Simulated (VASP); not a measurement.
# Au (Fm-3m) in VASP: single point with PBEsol

Aim: the single point of Au with PBEsol.

Program: VASP 6.6.1. These are calculated values, not measurements. Logs are shortened: lines on timing, memory, paths and dates and some standing lists are left out, and cuts for length are marked.

## (1) The cell of the first run

Symmetry: Fm-3m, No. 225, cubic system. The conventional cell has a = 4.084 Å, b = 4.084 Å, c = 4.084 Å, α = 90.00°, β = 90.00°, γ = 90.00°. Within 3.8 Å of Au (site symmetry m-3m) lie 12 Au at 2.89 Å.

## (2) Single point, PBEsol

The input, INCAR:

```
PREC = Accurate ; ENCUT = 520
EDIFF = 1E-7 ; ISMEAR = 0
SIGMA = 0.1 ; LREAL = False
LASPH = True ; NELM = 80
ALGO = Fast ; ISIF = 2
LWAVE = False ; LCHARG = False
GGA = PS ; NBANDS = 12
```

The input, KPOINTS:

```
Automatic mesh
0
Gamma
  26 26 26
```

The input, POSCAR:

```
Au
1.0
    0.0000000000      2.0417677953      2.0417677953
    2.0417677953      0.0000000000      2.0417677953
    2.0417677953      2.0417677953      0.0000000000
Au
1
Direct
    0.0000000000      0.0000000000      0.0000000000
```

Potentials or basis: VASP PAW PBE potentials, release 64 (Au).

The run is started by

```sh
$ cat potpaw_PBE.64/Au/POTCAR > POTCAR
$ mpirun -np 1 vasp_std > vasp.out
```

OUTCAR:

```text
PREC = Accurate
   ENCUT = 520
   EDIFF = 1E-7
   ISMEAR = 0
   LREAL = False
   LASPH = True
   NELM = 80
   ISIF = 2
   GGA = PS

 ion  position               nearest neighbor table
   1  0.000  0.000  0.000-

  LATTYP: Found a face centered cubic cell.
 ALAT       =     4.0835355906

  Lattice vectors:

 A1 = (   0.0000000000,   2.0417677953,   2.0417677953)
 A2 = (   2.0417677953,   0.0000000000,   2.0417677953)
 A3 = (   2.0417677953,   2.0417677953,   0.0000000000)

Analysis of symmetry for initial positions (statically):
=====================================================================
 Subroutine PRICEL returns:
 Original cell was already a primitive cell.

 Routine SETGRP: Setting up the symmetry group for a
 face centered cubic supercell.

 Subroutine GETGRP returns: Found 48 space group operations
 (whereof 48 operations were pure point group operations)
 out of a pool of 48 trial point group operations.

The static configuration has the point symmetry O_h .

Analysis of symmetry for dynamics (positions and initial velocities):
=====================================================================
 Subroutine PRICEL returns:
 Original cell was already a primitive cell.

 Routine SETGRP: Setting up the symmetry group for a
 face centered cubic supercell.

 Subroutine GETGRP returns: Found 48 space group operations
 (whereof 48 operations were pure point group operations)
 out of a pool of 48 trial point group operations.

The dynamic configuration has the point symmetry O_h .

 Subroutine INISYM returns: Found 48 space group operations
 (whereof 48 operations are pure point group operations),
 and found     1 'primitive' translations

----------------------------------------------------------------------------------------

                                     Primitive cell

  volume of cell :      17.0235

  direct lattice vectors                    reciprocal lattice vectors
     0.000000000  2.041767795  2.041767795    -0.244885829  0.244885829  0.244885829
     2.041767795  0.000000000  2.041767795     0.244885829 -0.244885829  0.244885829
     2.041767795  2.041767795  0.000000000     0.244885829  0.244885829 -0.244885829

  length of vectors
     2.887495707  2.887495707  2.887495707     0.424154699  0.424154699  0.424154699

  position of ions in fractional coordinates (direct lattice)
     0.000000000  0.000000000  0.000000000

  ion indices of the primitive-cell ions
   primitive index   ion index
                 1           1

----------------------------------------------------------------------------------------

 KPOINTS: Automatic mesh

Automatic generation of k-mesh.
 Grid dimensions read from file:
 generate k-points for:   26   26   26

 Generating k-lattice:

  Cartesian coordinates                     Fractional coordinates (reciprocal lattice)
    -0.009418686  0.009418686  0.009418686     0.038461538  0.000000000  0.000000000
     0.009418686 -0.009418686  0.009418686     0.000000000  0.038461538  0.000000000
     0.009418686  0.009418686 -0.009418686     0.000000000  0.000000000  0.038461538

  Length of vectors
     0.016313642  0.016313642  0.016313642

  Shift w.r.t. Gamma in fractional coordinates (k-lattice)
     0.000000000  0.000000000  0.000000000

 Subroutine IBZKPT returns following result:
 ===========================================

 Found    511 irreducible k-points:

 Following reciprocal coordinates:
            Coordinates               Weight
  0.000000  0.000000  0.000000      1.000000
  0.038462  0.000000  0.000000      8.000000
  0.076923  0.000000  0.000000      8.000000
  0.115385  0.000000  0.000000      8.000000
  0.153846  0.000000  0.000000      8.000000
  0.192308  0.000000  0.000000      8.000000
[... 16 lines left out ...]
  0.346154  0.038462  0.000000     24.000000
  0.384615  0.038462  0.000000     24.000000
 [... further k-points ...]
   k-points           NKPTS =    511   k-points in BZ     NKDIM =    511   number of bands    NBANDS=     12
   number of dos      NEDOS =    301   number of ions     NIONS =      1
   total plane-waves  NPLWV =  13824
   dimension x,y,z NGX =    24 NGY =   24 NGZ =   24
   dimension x,y,z NGXF=    48 NGYF=   48 NGZF=   48
   ions per type =               1
   NGX,Y,Z   is equivalent  to a cutoff of  13.82, 13.82, 13.82 a.u.
   NGXF,Y,Z  is equivalent  to a cutoff of  27.64, 27.64, 27.64 a.u.
 SYSTEM =  unknown system
   PREC   = accura    normal or accurate (medium, high low for compatibility)
   ISTART =      0    job   : 0-new  1-cont  2-samecut
   ICHARG =      2    charge: 1-file 2-atom 10-const
   ISPIN  =      1    spin polarized calculation?
   LNONCOLLINEAR =      F non collinear calculations
   LSORBIT =      F    spin-orbit coupling
   LASPH  =      T    aspherical Exc in radial PAW
   ENCUT  =  520.0 eV  38.22 Ry    6.18 a.u.   5.37  5.37  5.37*2*pi/ulx,y,z
   NELM   =     80;   NELMIN=  2; NELMDL= -5     # of ELM steps
   EDIFF  = 0.1E-06   stopping-criterion for ELM
   LREAL  =      F    real-space projection
   EDIFFG = 0.1E-05   stopping-criterion for IOM
   NSW    =      0    number of steps for IOM
   IBRION =     -1    ionic relax: 0-MD 1-quasi-New 2-CG
   NFREE  =      0    steps in history (QN), initial steepest desc. (CG)
   ISIF   =      2    stress and relaxation
   ISYM   =      2    0-nonsym 1-usesym 2-fastsym
   POTIM  = 0.5000    time-step for ionic-motion
   TEBEG  =    0.0;   TEEND  =   0.0 temperature during run
   PSTRESS=    0.0 pullay stress
   NELECT =      11.0000    total number of electrons
   NUPDOWN=      -1.0000    fix difference up-down
   EMIN   =  10.00;   EMAX   =-10.00  energy-range for DOS
   EFERMI =   0.00;   METHOD = LEGACY
   ISMEAR =     0;   SIGMA  =   0.10  broadening in eV -4-tet -1-fermi 0-gaus
   EFERMI_NEDOS =   21; number of points for ismear=-14 and -15
   IALGO  =     68    algorithm
   IMIX   =      4    mixing-type and parameters
     AMIX     =   0.40;   BMIX     =  1.00
     AMIX_MAG =   1.60;   BMIX_MAG =  1.00
  volume/ion in A,a.u.               =      17.02       114.88
  Fermi-wavevector in a.u.,A,eV,Ry     =   1.415325  2.674576 27.254424  2.003144
  Thomas-Fermi vector in A             =   2.536775
   LORBIT       =      0    0 simple, 1 ext, 2 COOP (PROOUT), +10 PAW based schemes
   GGA     = PS    functional components
   LHFCALC =     F    Hartree Fock is set to
   AEXX    =    0.0000 exact exchange contribution
   IVDW    =     0    specifies the selected vdW correction
   LEPSILON=     F    determine dielectric tensor
   LRPA    =     F    only Hartree local field effects (RPA)
 non-spin polarized calculation
 RMM-DIIS sequential band-by-band and
 Gauss-broadening in eV      SIGMA  =   0.10
  energy-cutoff  :      520.00
  volume of cell :       17.02
 maximum number of plane-waves:       477
 NGX is ok and might be reduce to    24
   NGX = 11   NGY = 11   NGZ = 11

 number of electron      11.0000000 magnetization

 Free energy of the ion-electron system (eV)
  ---------------------------------------------------
  ext. energy  EPLUGINS =         0.00000000
  ---------------------------------------------------
  free energy    TOTEN  =        -3.92540473 eV

  energy without entropy =       -3.92424418  energy(sigma->0) =       -3.92482445

 E-fermi :   9.3036     XC(G=0): -12.8911

 val. band max:        9.2596560652   @ k =   0.4615   0.2308   0.0000
 cond. band min:       9.3053927010   @ k =   0.5000   0.3077   0.1154
 fundamental gap:      0.0457366358
 Fermi energy:         9.3035969519

 k-point     1 :       0.0000    0.0000    0.0000
  band No.  band energies     occupation
      1      -0.6362      2.00000
      2       4.6112      2.00000
      3       4.6112      2.00000
      4       4.6112      2.00000
      5       6.1441      2.00000
      6       6.1441      2.00000
      7      23.7945      0.00000
      8      27.7951      0.00000
      9      27.7951      0.00000
     10      27.7951      0.00000
     11      32.6650      0.00000
     12      37.3401      0.00000

 k-point     2 :       0.0385    0.0000    0.0000
  band No.  band energies     occupation
      1      -0.5843      2.00000
      2       4.5935      2.00000
      3       4.6296      2.00000
      4       4.6296      2.00000
      5       6.1354      2.00000
      6       6.1354      2.00000
      7      23.8579      0.00000
      8      27.4267      0.00000
      9      27.8575      0.00000
     10      27.8575      0.00000
     11      33.0040      0.00000
     12      36.5075      0.00000

 k-point     3 :       0.0769    0.0000    0.0000
  band No.  band energies     occupation
      1      -0.4303      2.00000
      2       4.5442      2.00000
      3       4.6814      2.00000
      4       4.6814      2.00000
      5       6.1130      2.00000
      6       6.1130      2.00000
      7      24.0319      0.00000
      8      26.5470      0.00000
      9      28.0399      0.00000
     10      28.0399      0.00000
     11      33.5212      0.00000
     12      35.5659      0.00000
[... 286 lines left out ...]
 k-point    23 :       0.3462    0.0385    0.0000
  band No.  band energies     occupation
      1       1.8285      2.00000
      2       4.7364      2.00000
      3       4.8043      2.00000
      4       5.2003      2.00000
      5       6.7415      2.00000
      6       6.8795      2.00000
      7      17.1637      0.00000
      8      24.1668      0.00000
      9      27.3535      0.00000
     10      28.4214      0.00000
     11      32.2477      0.00000
     12      32.8866      0.00000

 k-point    24 :       0.3846    0.0385    0.0000
  band No.  band energies     occupation
      1       1.9373      2.00000
      2       4.6659      2.00000
      3       4.7354      2.00000
      4       5.8252      2.00000
      5       7.0651      2.00000
      6       7.0732      2.00000
      7      15.6809      0.00000
      8      23.8255      0.00000
      9      26.8894      0.00000
     10      27.6537      0.00000
     11      33.1433      0.00000
     12      33.2756      0.00000

 [... further k-points ...]
[... 5 lines left out ...]
  --------------------------------------------------------------------------------------
  -------------------------------------------------------------------------------------
  Total       -0.0347033     -0.0347033     -0.0347033      0.0000000     -0.0000000      0.0000000
  in kB       -3.2661252     -3.2661252     -3.2661252      0.0000000     -0.0000000      0.0000000
  external PRESSURE =      -3.2661252 kB  Pullay stress =       0.0000000 kB

 VOLUME and BASIS-vectors are now :
 -----------------------------------------------------------------------------
  energy-cutoff  :      520.00
  volume of cell :       17.02
      direct lattice vectors                 reciprocal lattice vectors
     0.000000000  2.041767795  2.041767795    -0.244885829  0.244885829  0.244885829
     2.041767795  0.000000000  2.041767795     0.244885829 -0.244885829  0.244885829
     2.041767795  2.041767795  0.000000000     0.244885829  0.244885829 -0.244885829

 POSITION                                       TOTAL-FORCE (eV/Angst)
 -----------------------------------------------------------------------------------
      0.00000      0.00000      0.00000        -0.000000      0.000000      0.000000
 -----------------------------------------------------------------------------------
    total drift:                                0.000000      0.000000      0.000000

  FREE ENERGIE OF THE ION-ELECTRON SYSTEM (eV)
  ---------------------------------------------------
  free  energy   TOTEN  =        -3.9254047275 eV

  energy  without entropy=       -3.9242441791  energy(sigma->0) =       -3.92482445
```

Run time: 81 s. Hardware: 1 thread of Intel Xeon Platinum 8175M at 2.50GHz (Skylake/Cascade Lake), shared host; peak memory 0.22 GiB.

What came out:

```
Free energy : -3.9254 eV
Pressure    : -0.3 GPa
```

Levels at points of the mesh, in eV from the Fermi level:
```tsv
k point	band 2	band 3	band 4	band 5	band 6	band 7	band 8	band 9	band 10	band 11
(0.00, 0.00, 0.00)	-4.69	-4.69	-4.69	-3.16	-3.16	14.49	18.49	18.49	18.49	23.36
(0.50, 0.00, 0.00)	-4.73	-4.73	-1.95	-1.95	-1.04	3.05	13.93	17.09	17.09	24.89
(0.50, 0.50, 0.00)	-6.77	-2.00	-1.63	-1.63	0.94	5.74	9.95	9.95	17.17	19.80
```

Caveat: the PAW data sets were made with another functional, which shifts forces and pressure a little; spin-orbit coupling is left out, which moves the levels of the heavy elements.
